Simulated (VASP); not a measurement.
# CdSe in VASP: settings compared, part 2 of 2

VASP 6.6.1. The steps go on from the part before.

**3. Single point, PBEsol**

This run uses another cell than the first one, of 28.22 Å³/atom.

INCAR

```
SYSTEM = CdSe
  ALGO = Normal
  EDIFF = 1E-6
  ENCUT = 520
  GGA = PS
  ISIF = 2
  ISMEAR = 0
  LASPH = .True.
  LCHARG = .False.
  LREAL = .False.
  LWAVE = .False.
  NBANDS = 26
  NELM = 100
  PREC = Accurate
  SIGMA = 0.01
```

KPOINTS

```
k-points
0
Gamma
  6 6 4
  0 0 0
```

POSCAR

```
CdSe
1.0
    4.3055731906      0.0000000000      0.0000000000
    0.0000000000      4.3055731906      0.0000000000
    0.0000000000      0.0000000000      6.0890000000
Cd Se
2 2
Direct
    0.0000000000      0.0000000000      0.0000000000
    0.5000000000      0.5000000000      0.5000000000
    0.5000000000      0.0000000000      0.2500000000
    0.0000000000      0.5000000000      0.7500000000
```

Potentials or basis: VASP PAW PBE potentials, release 64 (Cd, Se).

Command:

```console
> cat potpaw_PBE.64/Cd/POTCAR potpaw_PBE.64/Se/POTCAR > POTCAR
> mpirun -np 1 vasp_std > vasp.out
```

OUTCAR:

```text
SYSTEM = CdSe
   EDIFF = 1E-6
   ENCUT = 520
   GGA = PS
   ISIF = 2
   ISMEAR = 0
   LASPH = .True.
   LREAL = .False.
   NELM = 100
   PREC = Accurate

 ion  position               nearest neighbor table
   1  0.000  0.000  0.000-   3 2.64   4 2.64   4 2.64   3 2.64
   2  0.500  0.500  0.500-   3 2.64   4 2.64   3 2.64   4 2.64
   3  0.500  0.000  0.250-   1 2.64   2 2.64   2 2.64   1 2.64
   4  0.000  0.500  0.750-   1 2.64   2 2.64   1 2.64   2 2.64

  LATTYP: Found a simple tetragonal cell.
[... 903 lines left out ...]
     25       8.0594      0.00000
     26       8.0594      0.00000

 [... further k-points ...]
[... 5 lines left out ...]
  --------------------------------------------------------------------------------------
  -------------------------------------------------------------------------------------
  Total        0.1061396      0.1061396      0.0877483      0.0000000      0.0000000     -0.0000000
  in kB        1.5065378      1.5065378      1.2454925      0.0000000      0.0000000     -0.0000000
  external PRESSURE =       1.4195227 kB  Pullay stress =       0.0000000 kB

 VOLUME and BASIS-vectors are now :
 -----------------------------------------------------------------------------
  energy-cutoff  :      520.00
  volume of cell :      112.88
      direct lattice vectors                 reciprocal lattice vectors
     4.305573191  0.000000000  0.000000000     0.232257113  0.000000000  0.000000000
     0.000000000  4.305573191  0.000000000     0.000000000  0.232257113  0.000000000
     0.000000000  0.000000000  6.089000000     0.000000000  0.000000000  0.164230580

 POSITION                                       TOTAL-FORCE (eV/Angst)
 -----------------------------------------------------------------------------------
      0.00000      0.00000      0.00000        -0.000000     -0.000000     -0.000000
      2.15279      2.15279      3.04450         0.000000     -0.000000      0.000000
      2.15279      0.00000      1.52225         0.000000      0.000000     -0.000000
      0.00000      2.15279      4.56675        -0.000000      0.000000     -0.000000
 -----------------------------------------------------------------------------------
    total drift:                                0.000000      0.000000     -0.000000

  FREE ENERGIE OF THE ION-ELECTRON SYSTEM (eV)
  ---------------------------------------------------
  free  energy   TOTEN  =       -12.3516561019 eV

  energy  without entropy=      -12.3516561019  energy(sigma->0) =      -12.35165610
```

It took 30 s on 1 thread of Intel Xeon 6975P-C (Granite Rapids), shared host; peak memory 0.25 GiB.

What came out:

```yaml
Free_energy: -12.3517 eV
Pressure: 0.1 GPa
Band_gap_on_the_k_mesh: 0.48 eV
```

Levels at points of the mesh, in eV from the valence-band top:
```csv
k point,band 14,band 15,band 16,band 17,band 18,band 19,band 20,band 21,band 22,band 23
"(0.00, 0.00, 0.00)",-1.87,-1.87,0.00,0.00,0.00,0.48,3.01,3.67,5.85,5.85
"(0.50, 0.00, 0.00)",-3.65,-2.09,-2.09,-0.78,-0.78,3.68,3.68,5.76,5.76,6.21
"(0.50, 0.50, 0.00)",-4.12,-1.87,-1.87,-1.87,-1.87,3.01,3.01,3.67,3.67,8.96
"(0.00, 0.00, 0.50)",-2.60,-1.04,-1.04,-1.04,-1.04,3.21,3.21,4.11,4.11,7.57
"(0.50, 0.00, 0.50)",-4.43,-0.76,-0.76,-0.75,-0.75,2.28,2.28,6.36,6.36,6.36
"(0.50, 0.50, 0.50)",-4.02,-2.26,-2.26,-2.24,-2.24,4.98,4.98,5.10,5.10,6.36
```

Caveat: the PAW data sets were made with another functional, which shifts forces and pressure a little.

**4. Single point, r2SCAN**

Changes to POSCAR since step 3:

```diff
@@ -4,3 +4,3 @@
     0.0000000000      4.3055731906      0.0000000000
-    0.0000000000      0.0000000000      6.0890000000
+    0.0000000000      0.0000000000      6.0701402112
 Cd Se
```

INCAR.step1

```
PREC     = Accurate       # precision mode
ENCUT    = 520            # plane-wave cutoff, eV
ISMEAR   = 0              # smearing method
SIGMA    = 0.01           # smearing width, eV
LREAL    = F              # projectors in reciprocal space
LASPH    = T              # aspherical terms in the spheres
NELM     = 80             # most SCF steps
NBANDS   = 26             # bands
GGA      = PE             # functional
ALGO     = Normal         # electronic algorithm
EDIFF    = 1E-4           # SCF threshold, eV
LWAVE    = T              # write WAVECAR
LCHARG   = F              # write CHGCAR
```

INCAR.step2

```
PREC     = Accurate       # precision mode
ENCUT    = 520            # plane-wave cutoff, eV
EDIFF    = 1E-7           # SCF threshold, eV
ISMEAR   = 0              # smearing method
SIGMA    = 0.01           # smearing width, eV
LREAL    = F              # projectors in reciprocal space
LASPH    = T              # aspherical terms in the spheres
NELM     = 80             # most SCF steps
ALGO     = Normal         # electronic algorithm
ISIF     = 2              # what is computed and relaxed
LWAVE    = F              # write WAVECAR
LCHARG   = T              # write CHGCAR
METAGGA  = R2SCAN         # meta-GGA
LMIXTAU  = T            
LELF     = T              # ELF
LVHAR    = T            
NBANDS   = 26             # bands
ISTART   = 1
```

KPOINTS

```
regular mesh
0
Gamma
  6 6 4
```

Command:

```console
> cat potpaw_PBE.64/Cd/POTCAR potpaw_PBE.64/Se/POTCAR > POTCAR
> cp INCAR.step1 INCAR
> mpirun -np 1 vasp_std > vasp.out
> cp INCAR.step2 INCAR
> mpirun -np 1 vasp_std > vasp.out
```

Run time: 2 min. Hardware: 1 thread of Intel Xeon 6975P-C (Granite Rapids), shared host; peak memory 0.26 GiB.

The run converged. Its results:

```
Free energy            : -71.8131 eV
Pressure               : 1.6 GPa
Band gap on the k mesh : 1.08 eV
```

Levels at points of the mesh, in eV from the valence-band top:
| k point | band 14 | band 15 | band 16 | band 17 | band 18 | band 19 | band 20 | band 21 | band 22 | band 23 |
| --- | --- | --- | --- | --- | --- | --- | --- | --- | --- | --- |
| (0.00, 0.00, 0.00) | -1.90 | -1.90 | -0.01 | -0.01 | 0.00 | 1.08 | 3.44 | 4.13 | 6.47 | 6.47 |
| (0.50, 0.00, 0.00) | -3.61 | -2.08 | -2.08 | -0.80 | -0.80 | 4.25 | 4.25 | 6.22 | 6.22 | 6.82 |
| (0.50, 0.50, 0.00) | -4.10 | -1.89 | -1.89 | -1.88 | -1.88 | 3.45 | 3.45 | 4.16 | 4.16 | 9.68 |
| (0.00, 0.00, 0.50) | -2.51 | -1.06 | -1.06 | -1.06 | -1.06 | 3.71 | 3.71 | 4.63 | 4.63 | 8.23 |
| (0.50, 0.00, 0.50) | -4.43 | -0.77 | -0.77 | -0.76 | -0.76 | 2.86 | 2.86 | 6.91 | 6.91 | 6.93 |
| (0.50, 0.50, 0.50) | -3.99 | -2.28 | -2.28 | -2.25 | -2.25 | 5.52 | 5.52 | 5.54 | 5.54 | 7.08 |

Caveat: the PAW data sets were made with another functional, which shifts forces and pressure a little.

**5. The runs side by side**

```tsv
level	cell	gap on the mesh (eV)	pressure (GPa)
PBEsol	a = 4.306, b = 4.306, c = 6.070 Å, 4 atoms	0.48	0.3
PBEsol	a = 4.306, b = 4.306, c = 6.089 Å, 4 atoms	0.48	0.1
r2SCAN	a = 4.306, b = 4.306, c = 6.070 Å, 4 atoms	1.08	1.6
```

Alike in all rows: task single point; potentials or basis VASP PAW PBE potentials, release 64 (Cd, Se); no spin polarisation; k mesh 6 × 6 × 4; cutoff (eV) 520; smearing gaussian 0.01 eV.

Caveats: the PAW data sets were made with another functional, which shifts forces and pressure a little.

Total energies depend on the potentials used, so only differences within one code and one set of settings carry meaning.
